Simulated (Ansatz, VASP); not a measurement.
**One calculation of Au, two programs**

```
Au
1.0
     2.90000    0.00000    0.00000
    -1.45000    2.51147    0.00000
     0.00000    0.00000    4.88000
Au
2
Direct
  0.33333 0.66667 0.65779
  0.66667 0.33333 0.25000
```

Alike in both runs: task single point; functional PBEsol; k mesh 18 × 18 × 10; occupations gaussian, width 0.15 eV; no spin polarisation.

|  | VASP | Ansatz |
| --- | --- | --- |
| version | VASP 6.6.1 | Ansatz 0.2.0 |
| potentials or method | VASP PAW PBE potentials, release 64 (Au), cutoff 520 eV | scalar-relativistic, plane waves, PAW |
| valence electrons in the cell | 22 | 38 |

VASP gave:

| Quantity | Value |
| --- | --- |
| gap on the k mesh at the Fermi level (eV) | none |
| pressure (GPa) | 11.1 |
| traceless stress, the component that is largest in VASP (GPa) | 7.16 |
| rms of the force components (eV/Å) | 2.213 |

Question: Which values does Ansatz return?

Answer: gap on the k mesh at the Fermi level (eV): none; pressure (GPa): 11.3; traceless stress, the component that is largest in VASP (GPa): 7.18; rms of the force components (eV/Å): 2.220.

VASP's potentials were made for PBE, not for PBEsol. Atom by atom the forces differ by 0.007 eV/Å (rms over components). A gap of «none» marks a metal or a gap that the smearing closes. VASP's potentials hold 22 valence electrons a cell and Ansatz's 38, so a difference there can come from the potentials and not from the codes.

Neither program's run includes spin-orbit coupling.
